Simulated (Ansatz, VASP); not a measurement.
# Two plane-wave programs on Mg7Te

```
CELL_PARAMETERS angstrom
3.21697 1.85732 5.23685
-3.21697 1.85732 5.23685
0.00000 -3.71463 5.23685
ATOMIC_POSITIONS crystal
Mg 0.00000 0.00000 0.50000
Mg 0.50000 0.00000 0.00000
Mg 0.00000 0.50000 0.00000
Mg 0.50000 0.50000 0.00000
Mg 0.00000 0.50000 0.50000
Mg 0.50000 0.00000 0.50000
Mg 0.00000 0.00000 0.00000
Te 0.50000 0.50000 0.50000
```

Alike in both runs: functional PBE; k mesh 3 × 3 × 3; occupations gaussian, width 0.2 eV; no spin polarisation.

Ansatz relaxed the structure, and its values are those at the end. VASP's run is a single point on that final structure, the one shown.

|  | VASP | Ansatz |
| --- | --- | --- |
| version | VASP 6.6.1 | Ansatz 0.2.0 |
| potentials or method | VASP PAW PBE potentials, release 64 (Mg, Te), cutoff 520 eV | scalar-relativistic, plane waves, PAW |
| valence electrons in the cell | 20 | 86 |

|  | VASP | Ansatz | Ansatz less VASP |
| --- | --- | --- | --- |
| gap on the k mesh at the Fermi level (eV) | none | none | - |
| pressure (GPa) | 0.1 | 0.2 | +0.11 |

A gap of «none» marks a metal or a gap that the smearing closes. With one functional, cell and mesh, what is left measures potentials, basis and numerics. VASP's potentials hold 20 valence electrons a cell and Ansatz's 86, so a difference there can come from the potentials and not from the codes.

The k mesh is coarse, so the values compare programs but aren't converged. Neither program's run includes spin-orbit coupling.
